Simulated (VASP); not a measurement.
# SiNi (Pmmn) in VASP: further runs, part 3 of 3

VASP 6.6.1. Earlier steps stand in the parts before.

## (4) Single point, PBE, collinear spin, ferromagnetic start

This run uses another cell than the first one, of 11.64 Å³/atom.

Input file INCAR:

```
PREC = Accurate
ENCUT = 600
EDIFF = 1E-6
ISMEAR = 0
SIGMA = 0.1
LREAL = False
LASPH = True
NELM = 200
ALGO = Normal
ISIF = 2
LWAVE = False
LCHARG = False
ISPIN = 2
MAGMOM = 0 0 2 2
LORBIT = 11
LMAXMIX = 4
GGA = PE
NBANDS = 26
GGA_COMPAT = False
```

Input file KPOINTS:

```
regular mesh
0
Gamma
  6 6 4
```

Input file POSCAR:

```
SiNi
1.0
    3.0266200000      0.0000000000      0.0000000000
    0.0000000000      3.2735000000      0.0000000000
    0.0000000000      0.0000000000      4.6977600000
Si Ni
2 2
Direct
    0.5000000000      0.5000000000      0.8423000000
    0.0000000000      0.0000000000      0.1577000000
    0.5000000000      0.5000000000      0.3442200000
    0.0000000000      0.0000000000      0.6557800000
```

Potentials or basis: VASP PAW PBE potentials, release 64 (Si, Ni).

Command:

```bash
cat potpaw_PBE.64/Si/POTCAR potpaw_PBE.64/Ni/POTCAR > POTCAR
mpirun -np 1 vasp_std > vasp.out
```

OUTCAR:

```text
PREC = Accurate
   ENCUT = 600
   EDIFF = 1E-6
   ISMEAR = 0
   LREAL = False
   LASPH = True
   NELM = 200
   ISIF = 2
   ISPIN = 2
   LORBIT = 11
   GGA = PE

 ion  position               nearest neighbor table
   1  0.500  0.500  0.842-   3 2.34   3 2.36   4 2.40   4 2.40   4 2.40   4 2.40   2 2.68   2 2.68
                             2 2.68   2 2.68
   2  0.000  0.000  0.158-   4 2.34   4 2.36   3 2.40   3 2.40   3 2.40   3 2.40   1 2.68   1 2.68
                             1 2.68   1 2.68
   3  0.500  0.500  0.344-   1 2.34   1 2.36   2 2.40   2 2.40   2 2.40   2 2.40   4 2.67   4 2.67
                             4 2.67   4 2.67
   4  0.000  0.000  0.656-   2 2.34   2 2.36   1 2.40   1 2.40   1 2.40   1 2.40   3 2.67   3 2.67
                             3 2.67   3 2.67

  LATTYP: Found a simple orthorhombic cell.
 ALAT       =     3.0266200000
 B/A-ratio  =     1.0815695396
 C/A-ratio  =     1.5521472798

  Lattice vectors:
[... 1610 lines left out ...]

  FORCE on cell =-STRESS in cart. coord.  units (eV):
  Direction    XX          YY          ZZ          XY          YZ          ZX
  --------------------------------------------------------------------------------------
  -------------------------------------------------------------------------------------
  Total        0.4797340     -0.1020869      0.4927323      0.0000000      0.0000000      0.0000000
  in kB       16.5139123     -3.5141448     16.9613565      0.0000000      0.0000000      0.0000000
  external PRESSURE =       9.9870413 kB  Pullay stress =       0.0000000 kB

 VOLUME and BASIS-vectors are now :
 -----------------------------------------------------------------------------
  energy-cutoff  :      600.00
  volume of cell :       46.54
      direct lattice vectors                 reciprocal lattice vectors
     3.026620000  0.000000000  0.000000000     0.330401570  0.000000000  0.000000000
     0.000000000  3.273500000  0.000000000     0.000000000  0.305483428  0.000000000
     0.000000000  0.000000000  4.697760000     0.000000000  0.000000000  0.212867409

 POSITION                                       TOTAL-FORCE (eV/Angst)
 -----------------------------------------------------------------------------------
      1.51331      1.63675      3.95692         0.000000      0.000000      0.125583
      0.00000      0.00000      0.74084         0.000000      0.000000     -0.125583
      1.51331      1.63675      1.61706         0.000000      0.000000     -0.128741
      0.00000      0.00000      3.08070         0.000000      0.000000      0.128741
 -----------------------------------------------------------------------------------
    total drift:                                0.000000      0.000000     -0.000000

  FREE ENERGIE OF THE ION-ELECTRON SYSTEM (eV)
  ---------------------------------------------------
  free  energy   TOTEN  =       -23.6097292064 eV

  energy  without entropy=      -23.6041489832  energy(sigma->0) =      -23.60693909

 total charge

# of ion       s       p       d       tot
------------------------------------------
    1        0.748   0.853   0.000   1.601
    2        0.748   0.853   0.000   1.601
    3        0.473   0.599   8.458   9.530
    4        0.473   0.599   8.458   9.530
--------------------------------------------------
tot          2.443   2.904  16.915  22.262

 magnetization (x)

# of ion       s       p       d       tot
------------------------------------------
    1        0.000  -0.000   0.000  -0.000
    2        0.000  -0.000   0.000  -0.000
    3       -0.000  -0.000   0.000   0.000
    4       -0.000  -0.000   0.000   0.000
--------------------------------------------------
tot         -0.000  -0.000   0.000   0.000
```

OSZICAR:

```text
N       E                     dE             d eps       ncg     rms          rms(c)
DAV:   1     0.157567563504E+03    0.15757E+03   -0.13146E+04  5040   0.142E+03
DAV:   2    -0.154397705082E+02   -0.17301E+03   -0.16007E+03  5036   0.278E+02
DAV:   3    -0.257902981667E+02   -0.10351E+02   -0.99080E+01  5978   0.754E+01
DAV:   4    -0.260105245060E+02   -0.22023E+00   -0.21950E+00  5880   0.974E+00
DAV:   5    -0.260162606467E+02   -0.57361E-02   -0.57348E-02  6084   0.169E+00    0.230E+01
DAV:   6    -0.323733069324E+02   -0.63570E+01   -0.44413E+01  5992   0.123E+02    0.274E+01
DAV:   7    -0.236284126259E+02    0.87449E+01   -0.19005E+01  6024   0.794E+01    0.377E+00
DAV:   8    -0.236492153937E+02   -0.20803E-01   -0.12159E+00  7368   0.110E+01    0.240E+00
DAV:   9    -0.236112441096E+02    0.37971E-01   -0.15000E-01  6778   0.529E+00    0.642E-01
DAV:  10    -0.236102383604E+02    0.10057E-02   -0.54903E-03  6986   0.809E-01    0.362E-01
DAV:  11    -0.236098518897E+02    0.38647E-03   -0.50282E-04  6604   0.162E-01    0.208E-01
DAV:  12    -0.236097302418E+02    0.12165E-03   -0.17285E-04  7338   0.173E-01    0.655E-02
DAV:  13    -0.236097331142E+02   -0.28724E-05   -0.22881E-05  6646   0.506E-02    0.265E-02
DAV:  14    -0.236097300230E+02    0.30912E-05   -0.23479E-06  4402   0.234E-02    0.998E-03
DAV:  15    -0.236097292064E+02    0.81661E-06   -0.73103E-07  3002   0.744E-03
   1 F= -.23609729E+02 E0= -.23606939E+02  d E =-.558022E-02  mag=     0.0001
```

stdout:

```text
POSCAR found type information on POSCAR SiNi
 POSCAR found :  2 types and       4 ions
 scaLAPACK will be used
 LDA part: xc-table for (Slater+PW92), standard interpolation
 POSCAR, INCAR and KPOINTS ok, starting setup
 FFT: planning ... GRIDC
 FFT: planning ... GRID_SOFT
 FFT: planning ... GRID
 WAVECAR not read
 entering main loop
```

It took 2.6 min on 1 thread of Oxide Virtual Turin-like, shared host; peak memory 0.22 GiB.

What came out:

| Property | Result |
| --- | --- |
| Free energy | -23.6097 eV |
| Pressure | 1.0 GPa |
| Largest force | 0.129 eV/Å |
| Band gap on the k mesh | zero (filled and empty bands overlap) |
| Net moment | 0.00 μB per cell |
| Valence electrons inside the program's atomic spheres | Si 1.60; Ni 9.53 |

Forces on the atoms (eV/Å):
```
Si   0.000  0.000  0.126
Si   0.000  0.000 -0.126
Ni   0.000  0.000 -0.129
Ni   0.000  0.000  0.129
```

Levels at points of the mesh, in eV from the Fermi level:
Spin up:
```
           k point  band 11  band 12  band 13  band 14  band 15  band 16  band 17  band 18
(0.00, 0.00, 0.00)    -2.24    -1.87    -1.86    -0.98     0.85     3.04     5.18     5.43
(0.50, 0.00, 0.00)    -2.39    -2.39    -1.56    -1.56     1.74     1.74     3.59     3.59
(0.00, 0.50, 0.00)    -2.14    -2.14    -1.97    -1.97     1.32     1.32     4.66     4.66
(0.50, 0.50, 0.00)    -1.90    -1.90    -1.55    -1.55     1.57     1.57     2.09     2.09
(0.00, 0.00, 0.50)    -2.58    -1.92     1.35     2.01     2.31     2.61     2.66     3.70
(0.50, 0.00, 0.50)    -2.04    -2.04    -1.38    -1.38     3.85     3.85     5.40     5.40
(0.00, 0.50, 0.50)    -1.90    -1.90    -1.83    -1.83     5.07     5.07     5.37     5.37
(0.50, 0.50, 0.50)    -1.92    -1.92    -1.50    -1.50    -0.30    -0.30     1.03     1.03
```
Spin down:
| k point | band 11 | band 12 | band 13 | band 14 | band 15 | band 16 | band 17 | band 18 |
| --- | --- | --- | --- | --- | --- | --- | --- | --- |
| (0.00, 0.00, 0.00) | -2.24 | -1.87 | -1.86 | -0.98 | 0.85 | 3.04 | 5.18 | 5.43 |
| (0.50, 0.00, 0.00) | -2.39 | -2.39 | -1.56 | -1.56 | 1.74 | 1.74 | 3.59 | 3.59 |
| (0.00, 0.50, 0.00) | -2.14 | -2.14 | -1.97 | -1.97 | 1.32 | 1.32 | 4.66 | 4.66 |
| (0.50, 0.50, 0.00) | -1.90 | -1.90 | -1.55 | -1.55 | 1.57 | 1.57 | 2.09 | 2.09 |
| (0.00, 0.00, 0.50) | -2.58 | -1.92 | 1.35 | 2.01 | 2.31 | 2.61 | 2.66 | 3.70 |
| (0.50, 0.00, 0.50) | -2.04 | -2.04 | -1.38 | -1.38 | 3.85 | 3.85 | 5.40 | 5.40 |
| (0.00, 0.50, 0.50) | -1.90 | -1.90 | -1.83 | -1.83 | 5.07 | 5.07 | 5.37 | 5.37 |
| (0.50, 0.50, 0.50) | -1.92 | -1.92 | -1.50 | -1.50 | -0.30 | -0.30 | 1.03 | 1.03 |

Caveat: the moments typed at the start vanished in this run.
